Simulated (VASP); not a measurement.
# Si (Fd-3m) in VASP: further runs, part 2 of 2

VASP 6.6.1. Earlier steps stand in the parts before.

### Step 3. G0W0 quasiparticle levels, PBE

Contents of POSCAR:

```
Si
1.0
    0.0000000000      2.7155000000      2.7155000000
    2.7155000000      0.0000000000      2.7155000000
    2.7155000000      2.7155000000      0.0000000000
Si
2
Direct
    0.0000000000      0.0000000000      0.0000000000
    0.2500000000      0.2500000000      0.2500000000
```

Contents of INCAR.step1:

```
ALGO     = Normal         # electronic algorithm
EDIFF    = 1E-8           # SCF threshold, eV
ENCUT    = 500            # plane-wave cutoff, eV
GGA      = PE             # functional
ISMEAR   = 0              # smearing method
LASPH    = T              # aspherical terms in the spheres
LCHARG   = F              # write CHGCAR
LREAL    = F              # projectors in reciprocal space
LWAVE    = T              # write WAVECAR
NELM     = 60             # most SCF steps
PREC     = Accurate       # precision mode
SIGMA    = 0.01           # smearing width, eV
```

Contents of INCAR.step2:

```
ALGO     = Exact          # electronic algorithm
EDIFF    = 1E-8           # SCF threshold, eV
ENCUT    = 500            # plane-wave cutoff, eV
GGA      = PE             # functional
ISMEAR   = 0              # smearing method
ISTART   = 1            
LASPH    = T              # aspherical terms in the spheres
LCHARG   = F              # write CHGCAR
LOPTICS  = T              # frequency-dependent dielectric function
LREAL    = F              # projectors in reciprocal space
LWAVE    = T              # write WAVECAR
NBANDS   = 34             # bands
NELM     = 1              # most SCF steps
PREC     = Accurate       # precision mode
SIGMA    = 0.01           # smearing width, eV
```

Contents of INCAR.step3:

```
ALGO     = EVGW0          # electronic algorithm
EDIFF    = 1E-8           # SCF threshold, eV
ENCUT    = 500            # plane-wave cutoff, eV
ENCUTGW  = 100.0          # cutoff of the response function
GGA      = PE             # functional
ISMEAR   = 0              # smearing method
ISTART   = 1            
LASPH    = T              # aspherical terms in the spheres
LCHARG   = F              # write CHGCAR
LREAL    = F              # projectors in reciprocal space
LWAVE    = F              # write WAVECAR
NBANDS   = 34             # bands
NBANDSGW = 12           
NELMGW   = 1            
NOMEGA   = 48             # frequency points
PREC     = Accurate       # precision mode
PRECFOCK = Fast         
SIGMA    = 0.01           # smearing width, eV
```

Contents of KPOINTS:

```
k-points
0
Gamma
  2 2 2
```

Potentials or basis: VASP PAW PBE potentials, release 64 (Si_GW).

The run is started by

```bash
> cat potpaw_PBE.64/Si_GW/POTCAR > POTCAR
> cp INCAR.step1 INCAR
> mpirun -np 1 vasp_std > vasp.out
> cp INCAR.step2 INCAR
> mpirun -np 1 vasp_std > vasp.out
> cp INCAR.step3 INCAR
> mpirun -np 1 vasp_std > vasp.out
```

OUTCAR:

```text
EDIFF = 1E-8
   ENCUT = 500
   ENCUTGW = 100.0
   GGA = PE
   ISMEAR = 0
   ISTART = 1
   LASPH = T
   LREAL = F
   NELMGW = 1
   PREC = Accurate
   PRECFOCK = Fast

 ion  position               nearest neighbor table
   1  0.000  0.000  0.000-   2 2.35   2 2.35   2 2.35   2 2.35
   2  0.250  0.250  0.250-   1 2.35   1 2.35   1 2.35   1 2.35

  LATTYP: Found a face centered cubic cell.
 ALAT       =     5.4310000000

  Lattice vectors:

 A1 = (   0.0000000000,   2.7155000000,   2.7155000000)
 A2 = (   2.7155000000,   0.0000000000,   2.7155000000)
 A3 = (   2.7155000000,   2.7155000000,   0.0000000000)

Analysis of symmetry for initial positions (statically):
=====================================================================
 Subroutine PRICEL returns:
 Original cell was already a primitive cell.

 Routine SETGRP: Setting up the symmetry group for a
 face centered cubic supercell.

 Subroutine GETGRP returns: Found 48 space group operations
 (whereof 24 operations were pure point group operations)
 out of a pool of 48 trial point group operations.

The static configuration has the point symmetry T_d .
 The point group associated with its full space group is O_h .

Analysis of symmetry for dynamics (positions and initial velocities):
=====================================================================
 Subroutine PRICEL returns:
 Original cell was already a primitive cell.

 Routine SETGRP: Setting up the symmetry group for a
 face centered cubic supercell.

 Subroutine GETGRP returns: Found 48 space group operations
 (whereof 24 operations were pure point group operations)
 out of a pool of 48 trial point group operations.

The dynamic configuration has the point symmetry T_d .
 The point group associated with its full space group is O_h .

 Subroutine INISYM returns: Found 48 space group operations
 (whereof 24 operations are pure point group operations),
 and found     1 'primitive' translations

----------------------------------------------------------------------------------------

                                     Primitive cell

  volume of cell :      40.0479

  direct lattice vectors                    reciprocal lattice vectors
     0.000000000  2.715500000  2.715500000    -0.184128153  0.184128153  0.184128153
     2.715500000  0.000000000  2.715500000     0.184128153 -0.184128153  0.184128153
     2.715500000  2.715500000  0.000000000     0.184128153  0.184128153 -0.184128153

  length of vectors
     3.840296929  3.840296929  3.840296929     0.318919316  0.318919316  0.318919316

  position of ions in fractional coordinates (direct lattice)
     0.000000000  0.000000000  0.000000000
     0.250000000  0.250000000  0.250000000

  ion indices of the primitive-cell ions
   primitive index   ion index
                 1           1
                 2           2

----------------------------------------------------------------------------------------

 KPOINTS: k-points

Automatic generation of k-mesh.
 Grid dimensions read from file:
 generate k-points for:    2    2    2

 Generating k-lattice:

  Cartesian coordinates                     Fractional coordinates (reciprocal lattice)
    -0.092064077  0.092064077  0.092064077     0.500000000  0.000000000  0.000000000
     0.092064077 -0.092064077  0.092064077     0.000000000  0.500000000  0.000000000
     0.092064077  0.092064077 -0.092064077     0.000000000  0.000000000  0.500000000

  Length of vectors
     0.159459658  0.159459658  0.159459658

  Shift w.r.t. Gamma in fractional coordinates (k-lattice)
     0.000000000  0.000000000  0.000000000

 Subroutine IBZKPT returns following result:
 ===========================================

 Found      3 irreducible k-points:

 Following reciprocal coordinates:
            Coordinates               Weight
  0.000000  0.000000  0.000000      1.000000
  0.500000  0.000000  0.000000      4.000000
  0.500000  0.500000  0.000000      3.000000
   k-points           NKPTS =      3   k-points in BZ     NKDIM =      8   number of bands    NBANDS=     34
   number of dos      NEDOS =    301   number of ions     NIONS =      2
   total plane-waves  NPLWV =  21952
   dimension x,y,z NGX =    28 NGY =   28 NGZ =   28
   dimension x,y,z NGXF=    56 NGYF=   56 NGZF=   56
   ions per type =               2
   NGX,Y,Z   is equivalent  to a cutoff of  12.12, 12.12, 12.12 a.u.
   NGXF,Y,Z  is equivalent  to a cutoff of  24.24, 24.24, 24.24 a.u.
 SYSTEM =  unknown system
   PREC   = accura    normal or accurate (medium, high low for compatibility)
   ISTART =      1    job   : 0-new  1-cont  2-samecut
   ICHARG =      0    charge: 1-file 2-atom 10-const
   ISPIN  =      1    spin polarized calculation?
   LNONCOLLINEAR =      F non collinear calculations
   LSORBIT =      F    spin-orbit coupling
   LASPH  =      T    aspherical Exc in radial PAW
   ENCUT  =  500.0 eV  36.75 Ry    6.06 a.u.   7.00  7.00  7.00*2*pi/ulx,y,z
   NELM   =     60;   NELMIN=  2; NELMDL=  0     # of ELM steps
   EDIFF  = 0.1E-07   stopping-criterion for ELM
   LREAL  =      F    real-space projection
   EDIFFG = 0.1E-06   stopping-criterion for IOM
   NSW    =      0    number of steps for IOM
   IBRION =     -1    ionic relax: 0-MD 1-quasi-New 2-CG
   NFREE  =      0    steps in history (QN), initial steepest desc. (CG)
   ISIF   =      0    stress and relaxation
   ISYM   =      3    0-nonsym 1-usesym 2-fastsym
   POTIM  = 0.5000    time-step for ionic-motion
   TEBEG  =    0.0;   TEEND  =   0.0 temperature during run
   PSTRESS=    0.0 pullay stress
   NELECT =       8.0000    total number of electrons
   NUPDOWN=      -1.0000    fix difference up-down
   EMIN   =  10.00;   EMAX   =-10.00  energy-range for DOS
   EFERMI =   0.00;   METHOD = LEGACY
   ISMEAR =     0;   SIGMA  =   0.01  broadening in eV -4-tet -1-fermi 0-gaus
   EFERMI_NEDOS =   21; number of points for ismear=-14 and -15
   IALGO  =     38    algorithm
   IMIX   =      4    mixing-type and parameters
     AMIX     =   0.40;   BMIX     =  1.00
     AMIX_MAG =   1.60;   BMIX_MAG =  1.00
  volume/ion in A,a.u.               =      20.02       135.13
  Fermi-wavevector in a.u.,A,eV,Ry     =   0.956999  1.808467 12.460868  0.915848
  Thomas-Fermi vector in A             =   2.085978
   LORBIT       =      0    0 simple, 1 ext, 2 COOP (PROOUT), +10 PAW based schemes
   GGA     = PE    functional components
   LHFCALC =     T    Hartree Fock is set to
   PRECFOCK=fast      Normal, Fast or Accurate (Low or Medium for compatibility)
   ENCUT4O =  -1.0   cutoff for four orbital integrals eV
   NKREDX  =     1    reduce k-point grid by
   NKREDY  =     1    reduce k-point grid by
   NKREDZ  =     1    reduce k-point grid by
   AEXX    =    1.0000 exact exchange contribution
   HFSCREEN=    0.0000 screening length (either q_TF or 0.3 A-1)
   HFSCREENC=   0.0000 screening length for correlation (either q_TF or 0.3 A-1)
   ENCUTFOCK=  -1.0 apply spherical cutoff to Coloumb kernel
   IVDW    =     0    specifies the selected vdW correction
   LEPSILON=     F    determine dielectric tensor
   LRPA    =     F    only Hartree local field effects (RPA)
   LRPAFORCE           =     F    calculate RPA forces
   ENCUTGW             = 100.0    cutoff for response function in eV
   ENCUTGWSOFT         =  80.0    soft cutoff for Coulomb kernel in GW response function in eV
   ENCUTLF             =  -1.0    cutoff for local field effects
   NELMGW              =     1    number of iterations in solving QP/BSE equation
   NELMHF              =     1    number of iterations in the inner HF iteration
   NKREDLFX            =     1    NKREDLFY  =   1   NKREDLFZ  =   1
 non-spin polarized calculation
 Gauss-broadening in eV      SIGMA  =   0.01
  energy-cutoff  :      500.00
  volume of cell :       40.05
 maximum number of plane-waves:      1034
 NGX is ok and might be reduce to    28
  NGX = 16; NGY = 16; NGZ = 16
   NGX = 13   NGY = 13   NGZ = 13
 maximum number of plane-waves:        92
 NGX is ok and might be reduce to    14

 QP shifts <psi_nk| G(iteration)W_0 |psi_nk>: iteration 1
 for sc-GW calculations column KS-energies equals QP-energies in previous step
 and V_xc(KS)=  KS-energies - (<T + V_ion + V_H > + <T+V_H+V_ion>^1  + <V_x>^1)

 k-point   1 :       0.0000    0.0000    0.0000
  band No.  KS-energies  QP-energies   sigma(KS)   V_xc(KS)     V^pw_x(r,r')   Z            occupation Imag(sigma)

      1      -6.2523      -6.5168     -10.8028     -10.4223     -17.3022       0.6950       2.0000       1.1639
      2       5.7662       5.5407     -11.7785     -11.5012     -14.4069       0.8132       2.0000       0.1043
      3       5.7662       5.5407     -11.7785     -11.5012     -14.4069       0.8132       2.0000       0.1043
      4       5.7662       5.5407     -11.7785     -11.5012     -14.4069       0.8132       2.0000       0.1043
      5       8.2067       8.6264      -9.5075     -10.0346      -4.8654       0.7963       0.0000      -0.0701
      6       8.2067       8.6264      -9.5075     -10.0346      -4.8654       0.7963       0.0000      -0.0701
      7       8.2067       8.6264      -9.5075     -10.0346      -4.8654       0.7963       0.0000      -0.0701
      8       9.1468       9.7874     -10.2002     -10.9915      -4.9592       0.8095       0.0000      -0.1691
      9      13.3439      14.0770      -9.0817      -9.9966      -4.0787       0.8014       0.0000      -0.1466
     10      13.3439      14.0770      -9.0817      -9.9966      -4.0787       0.8014       0.0000      -0.1466
     11      13.7197      13.4780      -7.6711      -7.3707      -2.3010       0.8046       0.0000      -0.2916
     12      16.8538      16.8689      -8.0654      -8.0838      -2.0004       0.8247       0.0000      -0.6319
[... 20 lines left out ...]
      1      -2.0869      -2.5089     -11.4056     -10.8767     -15.9723       0.7981       2.0000       0.5770
      2      -2.0869      -2.5089     -11.4056     -10.8767     -15.9723       0.7981       2.0000       0.5770
      3       2.8486       2.5487     -11.0305     -10.6595     -14.0058       0.8083       2.0000       0.1716
      4       2.8486       2.5487     -11.0305     -10.6595     -14.0058       0.8083       2.0000       0.1716
      5       6.3629       6.5277      -8.5921      -8.7948      -4.1873       0.8132       0.0000      -0.0464
      6       6.3629       6.5277      -8.5921      -8.7948      -4.1873       0.8132       0.0000      -0.0464
      7      15.8158      16.5708      -9.7283     -10.7100      -3.6953       0.7691       0.0000      -0.4506
      8      15.8158      16.5708      -9.7283     -10.7100      -3.6953       0.7691       0.0000      -0.4506
      9      16.7051      17.4115      -9.6712     -10.5429      -4.2516       0.8103       0.0000      -0.3943
     10      16.7051      17.4115      -9.6712     -10.5429      -4.2516       0.8103       0.0000      -0.3943
     11      18.1509      18.9075      -9.2205     -10.1130      -3.3531       0.8477       0.0000      -0.5966
     12      18.1509      18.9075      -9.2205     -10.1130      -3.3531       0.8477       0.0000      -0.5966
```

It took 23 s on 1 thread of Intel Xeon 8259CL, shared host; peak memory 0.24 GiB.

Results:

- Band gap on the k mesh, mean-field level: 0.60 eV, indirect (least direct gap 2.44 eV)
- Quasiparticle gap: 0.99 eV
- Least direct quasiparticle gap: 3.09 eV

Levels at points of the mesh, in eV from the valence-band top:
```
           k point  band 1  band 2  band 3  band 4  band 5  band 6  band 7  band 8
(0.00, 0.00, 0.00)  -12.02    0.00    0.00    0.00    2.44    2.44    2.44    3.38
(0.50, 0.00, 0.00)   -9.67   -7.04   -1.23   -1.23    1.49    3.20    3.20    7.64
(0.50, 0.50, 0.00)   -7.85   -7.85   -2.92   -2.92    0.60    0.60   10.05   10.05
```

Caveat: the k points lie up to 1.00 Å⁻¹ apart; bands, screening cutoff and mesh are small and nothing is extrapolated, so the quasiparticle values aren't converged. A k mesh can miss the band edges.
